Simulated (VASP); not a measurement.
# TiB2 (Cm) in VASP: notebook

TiB2 is run at these levels: PBE; tasks: single point.

Program: VASP 6.6.1. These are calculated values, not measurements. Logs are shortened: lines on timing, memory, paths and dates and some standing lists are left out, and cuts for length are marked.

## 1. The cell of the first run

Symmetry: Cm, No. 8, monoclinic system. Conventional cell: a = 3.032 Å, b = 5.252 Å, c = 9.498 Å, α = 90.00°, β = 97.34°, γ = 90.00°. Ti (site symmetry m) has 2 B at 1.65 Å within 2.2 Å. Within 3.1 Å of Ti (site symmetry m) lie 12 B at 2.38 Å and 6 Ti at 3.03 Å. Ti (site symmetry m) has 12 B at 2.38 Å and 6 Ti at 3.03 Å within 3.1 Å. B (site symmetry 1) has 1 Ti at 1.65 Å and 3 B at 1.75 Å within 2.2 Å. Within 2.3 Å of B (site symmetry 1) lie 3 B at 1.75 Å. Within 2.3 Å of B (site symmetry 1) lie 3 B at 1.75 Å.

## 2. Single point, PBE

The input, INCAR:

```
ALGO     = Normal         # electronic algorithm
EDIFF    = 1E-7           # SCF threshold, eV
ENCUT    = 520            # plane-wave cutoff, eV
GGA      = PE             # functional
ISIF     = 2              # what is computed and relaxed
ISMEAR   = 0              # smearing method
LASPH    = True           # aspherical terms in the spheres
LCHARG   = True           # write CHGCAR
LELF     = True           # ELF
LREAL    = False          # projectors in reciprocal space
LVHAR    = True         
LWAVE    = False          # write WAVECAR
NBANDS   = 37             # bands
NELM     = 100            # most SCF steps
PREC     = Accurate       # precision mode
SIGMA    = 0.15           # smearing width, eV
```

The input, KPOINTS:

```
k-points
0
Gamma
  15 15 4
```

The input, POSCAR:

```
TiB2
1.0
   -1.5160209380     -2.6258252899      0.0000000000
    1.5160209380     -2.6258252899      0.0000000000
   -0.6064083752     -1.0503301160      9.4202647790
Ti B
3 6
Direct
   -0.3763906182      0.0000000000      0.9409765455
   -0.1026470096      0.0000000000      0.2566175241
   -0.2395188139      0.0000000000      0.5987970348
    0.6324555592      0.6666666667      0.0855277687
    0.4955837549      0.6666666667      0.4277072794
    0.3587119506      0.6666666667      0.7698867902
    0.2991222259      0.3333333333      0.0855277687
    0.1622504216      0.3333333333      0.4277072794
    0.0253786173      0.3333333333      0.7698867902
```

Potentials or basis: VASP PAW PBE potentials, release 64 (Ti_sv, B).

The run is started by

```sh
cat potpaw_PBE.64/Ti_sv/POTCAR potpaw_PBE.64/B/POTCAR > POTCAR
mpirun -np 1 vasp_std > vasp.out
```

OUTCAR:

```text
EDIFF = 1E-7
   ENCUT = 520
   GGA = PE
   ISIF = 2
   ISMEAR = 0
   LASPH = True
   LREAL = False
   NELM = 100
   PREC = Accurate

 ion  position               nearest neighbor table
   1  0.624  0.000  0.941-   4 1.65   7 1.65   6 2.38   9 2.38   9 2.38   6 2.38   6 2.38   9 2.38
                             4 2.53   7 2.53
   2  0.897  0.000  0.257-   8 2.38   5 2.38   5 2.38   8 2.38   8 2.38   5 2.38   7 2.38   4 2.38
                             4 2.38   7 2.38   4 2.38   7 2.38
   3  0.760  0.000  0.599-   8 2.38   6 2.38   5 2.38   9 2.38   9 2.38   5 2.38   6 2.38   8 2.38
                             5 2.38   9 2.38   8 2.38   6 2.38
   4  0.632  0.667  0.086-   1 1.65   7 1.75   7 1.75   7 1.75   2 2.38   2 2.38   2 2.38   1 2.53

   5  0.496  0.667  0.428-   8 1.75   8 1.75   8 1.75   2 2.38   2 2.38   2 2.38   3 2.38   3 2.38
                             3 2.38
   6  0.359  0.667  0.770-   9 1.75   9 1.75   9 1.75   1 2.38   1 2.38   1 2.38   3 2.38   3 2.38
                             3 2.38
   7  0.299  0.333  0.086-   1 1.65   4 1.75   4 1.75   4 1.75   2 2.38   2 2.38   2 2.38   1 2.53

   8  0.162  0.333  0.428-   5 1.75   5 1.75   5 1.75   2 2.38   2 2.38   2 2.38   3 2.38   3 2.38
                             3 2.38
   9  0.025  0.333  0.770-   6 1.75   6 1.75   6 1.75   1 2.38   1 2.38   1 2.38   3 2.38   3 2.38
                             3 2.38

  LATTYP: Found a base centered monoclinic cell.
 ALAT       =     3.0320418760
 B/A-ratio  =     1.7320508076
 C/A-ratio  =     3.1325478519
 COS(beta)  =    -0.1276915849

  Lattice vectors:

 A1 = (   3.0320418760,   0.0000000000,   0.0000000000)
 A2 = (  -1.5160209380,   2.6258252899,   0.0000000000)
 A3 = (  -0.6064083752,  -1.0503301160,   9.4202647790)

Analysis of symmetry for initial positions (statically):
=====================================================================
 Subroutine PRICEL returns:
 Original cell was already a primitive cell.

 Routine SETGRP: Setting up the symmetry group for a
 base centered monoclinic supercell.

 Subroutine GETGRP returns: Found  2 space group operations
 (whereof  2 operations were pure point group operations)
 out of a pool of  4 trial point group operations.

The static configuration has the point symmetry C_1h.

Analysis of symmetry for dynamics (positions and initial velocities):
=====================================================================
 Subroutine PRICEL returns:
 Original cell was already a primitive cell.

 Routine SETGRP: Setting up the symmetry group for a
 base centered monoclinic supercell.

 Subroutine GETGRP returns: Found  2 space group operations
 (whereof  2 operations were pure point group operations)
 out of a pool of  4 trial point group operations.

The dynamic configuration has the point symmetry C_1h.

 Subroutine INISYM returns: Found  2 space group operations
 (whereof  2 operations are pure point group operations),
 and found     1 'primitive' translations

----------------------------------------------------------------------------------------

                                     Primitive cell

  volume of cell :      75.0005

  direct lattice vectors                    reciprocal lattice vectors
    -1.516020938 -2.625825290  0.000000000    -0.329810748 -0.190416324 -0.042461651
     1.516020938 -2.625825290  0.000000000     0.329810748 -0.190416324 -0.000000000
    -0.606408375 -1.050330116  9.420264779     0.000000000  0.000000000  0.106154129

  length of vectors
     3.032041876  3.032041876  9.498016265     0.383192508  0.380832649  0.106154129

  position of ions in fractional coordinates (direct lattice)
     0.623609382  1.000000000  0.940976545
     0.897352990  1.000000000  0.256617524
     0.760481186  1.000000000  0.598797035
     0.632455559  0.666666667  0.085527769
     0.495583755  0.666666667  0.427707279
     0.358711951  0.666666667  0.769886790
     0.299122226  0.333333333  0.085527769
     0.162250422  0.333333333  0.427707279
     0.025378617  0.333333333  0.769886790

  ion indices of the primitive-cell ions
   primitive index   ion index
                 1           1
                 2           2
                 3           3
                 4           4
                 5           5
                 6           6
                 7           7
                 8           8
                 9           9

----------------------------------------------------------------------------------------

 KPOINTS: k-points

Automatic generation of k-mesh.
 Grid dimensions read from file:
 generate k-points for:   15   15    4

 Generating k-lattice:

  Cartesian coordinates                     Fractional coordinates (reciprocal lattice)
    -0.021987383 -0.012694422 -0.002830777     0.066666667  0.000000000  0.000000000
     0.021987383 -0.012694422 -0.000000000     0.000000000  0.066666667 -0.000000000
     0.000000000  0.000000000  0.026538532     0.000000000  0.000000000  0.250000000

  Length of vectors
     0.025546167  0.025388843  0.026538532

  Shift w.r.t. Gamma in fractional coordinates (k-lattice)
     0.000000000  0.000000000  0.000000000

 Subroutine IBZKPT returns following result:
 ===========================================

 Found    248 irreducible k-points:

 Following reciprocal coordinates:
            Coordinates               Weight
  0.000000  0.000000  0.000000      1.000000
  0.066667  0.000000 -0.000000      4.000000
  0.133333 -0.000000 -0.000000      4.000000
  0.200000 -0.000000 -0.000000      4.000000
  0.266667 -0.000000 -0.000000      4.000000
  0.333333  0.000000  0.000000      4.000000
[... 16 lines left out ...]
 -0.000000  0.133333 -0.000000      2.000000
  0.266667  0.133333 -0.000000      2.000000
 [... further k-points ...]
   k-points           NKPTS =    248   k-points in BZ     NKDIM =    248   number of bands    NBANDS=     37
   number of dos      NEDOS =    301   number of ions     NIONS =      9
   total plane-waves  NPLWV =  41472
   dimension x,y,z NGX =    24 NGY =   24 NGZ =   72
   dimension x,y,z NGXF=    48 NGYF=   48 NGZF=  144
   ions per type =               3   6
   NGX,Y,Z   is equivalent  to a cutoff of  13.16, 13.16, 12.60 a.u.
   NGXF,Y,Z  is equivalent  to a cutoff of  26.32, 26.32, 25.20 a.u.
 SYSTEM =  unknown system
   PREC   = accura    normal or accurate (medium, high low for compatibility)
   ISTART =      0    job   : 0-new  1-cont  2-samecut
   ICHARG =      2    charge: 1-file 2-atom 10-const
   ISPIN  =      1    spin polarized calculation?
   LNONCOLLINEAR =      F non collinear calculations
   LSORBIT =      F    spin-orbit coupling
   LASPH  =      T    aspherical Exc in radial PAW
   ENCUT  =  520.0 eV  38.22 Ry    6.18 a.u.   5.64  5.64 17.66*2*pi/ulx,y,z
   NELM   =    100;   NELMIN=  2; NELMDL= -5     # of ELM steps
   EDIFF  = 0.1E-06   stopping-criterion for ELM
   LREAL  =      F    real-space projection
   EDIFFG = 0.1E-05   stopping-criterion for IOM
   NSW    =      0    number of steps for IOM
   IBRION =     -1    ionic relax: 0-MD 1-quasi-New 2-CG
   NFREE  =      0    steps in history (QN), initial steepest desc. (CG)
   ISIF   =      2    stress and relaxation
   ISYM   =      2    0-nonsym 1-usesym 2-fastsym
   POTIM  = 0.5000    time-step for ionic-motion
   TEBEG  =    0.0;   TEEND  =   0.0 temperature during run
   PSTRESS=    0.0 pullay stress
   NELECT =      54.0000    total number of electrons
   NUPDOWN=      -1.0000    fix difference up-down
   EMIN   =  10.00;   EMAX   =-10.00  energy-range for DOS
   EFERMI =   0.00;   METHOD = LEGACY
   ISMEAR =     0;   SIGMA  =   0.15  broadening in eV -4-tet -1-fermi 0-gaus
   EFERMI_NEDOS =   21; number of points for ismear=-14 and -15
   IALGO  =     38    algorithm
   IMIX   =      4    mixing-type and parameters
     AMIX     =   0.40;   BMIX     =  1.00
     AMIX_MAG =   1.60;   BMIX_MAG =  1.00
  volume/ion in A,a.u.               =       8.33        56.24
  Fermi-wavevector in a.u.,A,eV,Ry     =   1.467297  2.772789 29.292807  2.152961
  Thomas-Fermi vector in A             =   2.582932
   LORBIT       =      0    0 simple, 1 ext, 2 COOP (PROOUT), +10 PAW based schemes
   GGA     = PE    functional components
   LHFCALC =     F    Hartree Fock is set to
   AEXX    =    0.0000 exact exchange contribution
   IVDW    =     0    specifies the selected vdW correction
   LEPSILON=     F    determine dielectric tensor
   LRPA    =     F    only Hartree local field effects (RPA)
 non-spin polarized calculation
 Gauss-broadening in eV      SIGMA  =   0.15
  energy-cutoff  :      520.00
  volume of cell :       75.00
 maximum number of plane-waves:      2044
   NGX = 11   NGY = 11   NGZ = 35

 number of electron      54.0000002 magnetization

 Free energy of the ion-electron system (eV)
  ---------------------------------------------------
  ext. energy  EPLUGINS =         0.00000000
  ---------------------------------------------------
  free energy    TOTEN  =       -65.88817837 eV

  energy without entropy =      -65.87795468  energy(sigma->0) =      -65.88306653

 E-fermi :  10.1645     XC(G=0): -12.8266

 val. band max:       10.1609164189   @ k =   0.1333   0.0667   0.2500
 cond. band min:      10.1669079018   @ k =   0.1333   0.0667  -0.0000
 fundamental gap:      0.0059914829
 Fermi energy:        10.1644679501

 k-point     1 :       0.0000    0.0000    0.0000
  band No.  band energies     occupation
      1     -46.7508      2.00000
      2     -46.7333      2.00000
      3     -45.8508      2.00000
      4     -23.2575      2.00000
      5     -23.1668      2.00000
      6     -22.7992      2.00000
[... 29 lines left out ...]
     36      13.0812      0.00000
     37      13.2276      0.00000

 k-point     2 :       0.0667    0.0000   -0.0000
  band No.  band energies     occupation
      1     -46.7485      2.00000
      2     -46.7310      2.00000
      3     -45.8483      2.00000
      4     -23.2537      2.00000
      5     -23.1631      2.00000
      6     -22.8108      2.00000
[... 29 lines left out ...]
     36      13.0532      0.00000
     37      13.1801      0.00000
[... 838 lines left out ...]
     36      13.1278      0.00000
     37      13.4563      0.00000

 k-point    24 :       0.2667    0.1333   -0.0000
  band No.  band energies     occupation
      1     -46.7271      2.00000
      2     -46.7098      2.00000
      3     -45.8255      2.00000
      4     -23.2189      2.00000
      5     -23.1291      2.00000
      6     -22.9593      2.00000
[... 29 lines left out ...]
     36      13.6102      0.00000
     37      13.6198      0.00000

 [... further k-points ...]
[... 5 lines left out ...]
  --------------------------------------------------------------------------------------
  -------------------------------------------------------------------------------------
  Total        7.9299628      5.0465859     31.2789552     -2.4970777      7.1799440      4.1453445
  in kB      169.4016367    107.8062948    668.1880255    -53.3431308    153.3795679     88.5537743
  external PRESSURE =     315.1319857 kB  Pullay stress =       0.0000000 kB

 VOLUME and BASIS-vectors are now :
 -----------------------------------------------------------------------------
  energy-cutoff  :      520.00
  volume of cell :       75.00
      direct lattice vectors                 reciprocal lattice vectors
    -1.516020938 -2.625825290  0.000000000    -0.329810748 -0.190416324 -0.042461651
     1.516020938 -2.625825290  0.000000000     0.329810748 -0.190416324 -0.000000000
    -0.606408375 -1.050330116  9.420264779     0.000000000  0.000000000  0.106154129

 POSITION                                       TOTAL-FORCE (eV/Angst)
 -----------------------------------------------------------------------------------
     -1.51602     -2.62583      8.86425        -2.671444     -4.627077    -20.700838
     -1.51602     -2.62583      2.41741         0.326486      0.565491      0.637368
     -1.51602     -2.62583      5.64083         0.011417      0.019775      0.057628
      0.00000     -3.50110      0.80569        -4.705204      5.445000     10.376889
      0.00000     -3.50110      4.02912        -0.039918     -0.002932     -0.012089
      0.00000     -3.50110      7.25254         0.021691     -0.020453     -0.361878
     -0.00000     -1.75055      0.80569         7.068110     -1.352327     10.376889
     -0.00000     -1.75055      4.02912         0.017420     -0.036036     -0.012089
     -0.00000     -1.75055      7.25254        -0.028558      0.008558     -0.361878
 -----------------------------------------------------------------------------------
    total drift:                                0.000013      0.000024      0.000192

  FREE ENERGIE OF THE ION-ELECTRON SYSTEM (eV)
  ---------------------------------------------------
  free  energy   TOTEN  =       -65.8881783734 eV

  energy  without entropy=      -65.8779546814  energy(sigma->0) =      -65.88306653
```

It took 5.6 min on 1 thread of Intel Xeon 6975P-C (Granite Rapids), shared host; peak memory 0.59 GiB.

Results:

| Item | Value |
| --- | --- |
| Free energy | -65.8882 eV |
| Pressure | 31.5 GPa |
| Largest force | 21.379 eV/Å |
| Band gap on the k mesh | zero (band 27 reaches 10.31 eV, above the bottom of band 28 at 9.89 eV) |

Forces in eV/Å, atoms in the order of the input:
```
Ti   -2.671  -4.627 -20.701
Ti    0.326   0.565   0.637
Ti    0.011   0.020   0.058
B    -4.705   5.445  10.377
B    -0.040  -0.003  -0.012
B     0.022  -0.020  -0.362
B     7.068  -1.352  10.377
B     0.017  -0.036  -0.012
B    -0.029   0.009  -0.362
```

Caveat: forces of over 1 eV/Å act on the atoms, so gaps and moduli don't describe the material at rest.

## 3. Single point, PBE

This run uses another cell than the first one, of 8.86 Å³/atom, 1.064 times its volume.

The input, INCAR:

```
SYSTEM = TiB2
ALGO     = Normal         ! electronic algorithm
EDIFF    = 1E-6           ! SCF threshold, eV
ENCUT    = 520            ! plane-wave cutoff, eV
GGA      = PE             ! functional
ISIF     = 2              ! what is computed and relaxed
ISMEAR   = 0              ! smearing method
LASPH    = .True.         ! aspherical terms in the spheres
LCHARG   = .False.        ! write CHGCAR
LREAL    = .False.        ! projectors in reciprocal space
LWAVE    = .False.        ! write WAVECAR
NBANDS   = 37             ! bands
NELM     = 100            ! most SCF steps
PREC     = Accurate       ! precision mode
SIGMA    = 0.15           ! smearing width, eV
```

The input, KPOINTS:

```
k-points
0
Gamma
  15 15 4
  0 0 0
```

The input, POSCAR:

```
TiB2
1.0
   -1.5160209380     -2.6258252899      0.0000000000
    1.5160209380     -2.6258252899      0.0000000000
   -0.6064083752     -1.0503301160     10.0202647790
Ti B
3 6
Direct
   -0.3538528534      0.0000000000      0.8846321335
   -0.0965006445      0.0000000000      0.2412516113
   -0.2251767490      0.0000000000      0.5629418724
    0.6345040744      0.6666666667      0.0804064808
    0.5058279699      0.6666666667      0.4020967419
    0.3771518655      0.6666666667      0.7237870030
    0.3011707410      0.3333333333      0.0804064808
    0.1724946366      0.3333333333      0.4020967419
    0.0438185322      0.3333333333      0.7237870030
```

Potentials or basis: VASP PAW PBE potentials, release 64 (Ti_sv, B).

The run is started by

```sh
cat potpaw_PBE.64/Ti_sv/POTCAR potpaw_PBE.64/B/POTCAR > POTCAR
mpirun -np 1 vasp_std > vasp.out
```

Run time: 5.4 min. Hardware: 1 thread of Intel Xeon 6975P-C (Granite Rapids), shared host; peak memory 0.62 GiB.

It converged, with:

- Free energy: -71.4266 eV
- Pressure: 1.5 GPa
- Largest force: 2.427 eV/Å
- Band gap on the k mesh: zero (band 27 reaches 9.79 eV, above the bottom of band 28 at 9.16 eV)

Forces on the atoms (eV/Å):
```
Ti  -0.513 -0.889 -2.200
Ti   0.050  0.087 -0.147
Ti   0.000  0.000 -0.077
B   -0.316  0.715  0.929
B   -0.033  0.018  0.017
B   -0.061  0.039  0.266
B    0.778  0.084  0.929
B    0.032 -0.020  0.017
B    0.064 -0.034  0.266
```

Stress tensor (GPa, compression positive):
```
-1.04  1.25  2.31
 1.25  0.41  4.00
 2.31  4.00  5.22
```

Levels at points of the mesh, in eV from the Fermi level:
```
           k point  band 25  band 26  band 27  band 28  band 29  band 30
(0.00, 0.00, 0.00)    -0.45     0.07     0.15     0.23     0.59     0.68
(0.00, 0.00, 0.50)    -0.46     0.06     0.14     0.21     0.61     0.75
```

Caveat: forces of over 1 eV/Å act on the atoms, so gaps and moduli don't describe the material at rest.
